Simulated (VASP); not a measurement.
A run of VASP 6.6.1 is set up as follows.

File POSCAR:

```
SnSe
1.0
    0.0000000000      2.9848894956      2.9848894956
    2.9848894956      0.0000000000      2.9848894956
    2.9848894956      2.9848894956      0.0000000000
Sn Se
1 1
Direct
    0.0000000000      0.0000000000      0.0000000000
    0.5000000000      0.5000000000      0.5000000000
```

INCAR.step1

```
PREC = Accurate
ENCUT = 520
ISMEAR = 0
SIGMA = 0.01
LREAL = False
LASPH = True
NELM = 100
NBANDS = 17
GGA = PE
ALGO = Normal
EDIFF = 1E-4
LWAVE = True
LCHARG = False
```

File INCAR.step2:

```
PREC = Accurate
ENCUT = 520
EDIFF = 1E-6
ISMEAR = 0
SIGMA = 0.01
LREAL = False
LASPH = True
NELM = 100
ALGO = Normal
ISIF = 2
LWAVE = False
LCHARG = True
METAGGA = R2SCAN
LMIXTAU = True
LELF = True
LVHAR = True
NBANDS = 17
ISTART = 1
```

File KPOINTS:

```
Automatic mesh
0
Gamma
  6 6 6
```

Potentials or basis: VASP PAW PBE potentials, release 64 (Sn_d, Se).

The run is started by

```sh
$ cat potpaw_PBE.64/Sn_d/POTCAR potpaw_PBE.64/Se/POTCAR > POTCAR
$ cp INCAR.step1 INCAR
$ mpirun -np 1 vasp_std > vasp.out
$ cp INCAR.step2 INCAR
$ mpirun -np 1 vasp_std > vasp.out
```

Task: Predict the band gap on the k mesh.

Result: 0.57 eV, direct.

Task: Estimate the pressure.

Result: 0.9 GPa.

Caveat: the PAW data sets were made with another functional, which shifts forces and pressure a little; spin-orbit coupling is left out, which moves the levels of the heavy elements. A k mesh can miss the band edges.
